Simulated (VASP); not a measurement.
Wanted: the native input for a VASP 6.6.1 run.

```yaml
Task: single point
Functional: PBE
Dispersion: D3(BJ)
Potentials_or_basis: VASP PAW PBE potentials, release 64 (Se, In_d)
Cutoff: 520 eV
k_mesh: 10 × 10 × 1
Occupations: gaussian, width 0.02 eV
Spin: no spin polarisation
Dipole_correction: yes
Further_INCAR_settings: ALGO = Normal; EDIFF = 1e-06; NBANDS = 27
```

The structure of InSe lies in POSCAR:

```
InSe
1.0
    4.0000000000      0.0000000000      0.0000000000
   -2.0000000000      3.4987426313      0.0000000000
    0.0000000000      0.0000000000     34.5600000019
Se In
2 2
Direct
    0.3327560835      0.6655121670      0.2602311983
    0.3327560835      0.6655121670      0.4162734313
    0.0005772499      0.0011544997      0.2978219850
    0.0005772499      0.0011544997      0.3786826446
```

One way to write it, as run:

INCAR

```
  ALGO = Normal
  DIPOL = 0.5 0.5 0.338
  EDIFF = 1E-6
  ENCUT = 520
  GGA = PE
  IDIPOL = 3
  ISIF = 2
  ISMEAR = 0
  IVDW = 12
  LASPH = T
  LCHARG = F
  LDIPOL = T
  LREAL = F
  LWAVE = F
  NBANDS = 27
  NELM = 100
  PREC = Accurate
  SIGMA = 0.02
```

KPOINTS

```
k-points
0
Gamma
  10 10 1
```

Potentials or basis: VASP PAW PBE potentials, release 64 (Se, In_d).

The run is started by

```console
$ cat potpaw_PBE.64/Se/POTCAR potpaw_PBE.64/In_d/POTCAR > POTCAR
$ mpirun -np 1 vasp_std > vasp.out
```

It gave:

The largest force is 0.015 eV/Å and the band gap on the k mesh is 1.64 eV, indirect (least direct gap 1.72 eV). The dispersion energy per atom is -0.222 eV.

Caveat: spin-orbit coupling is left out, which moves the levels of the heavy elements.

Wall time 15 min on 1 thread of Oxide Virtual Turin-like Processor, on a shared host, peak memory 0.72 GiB.
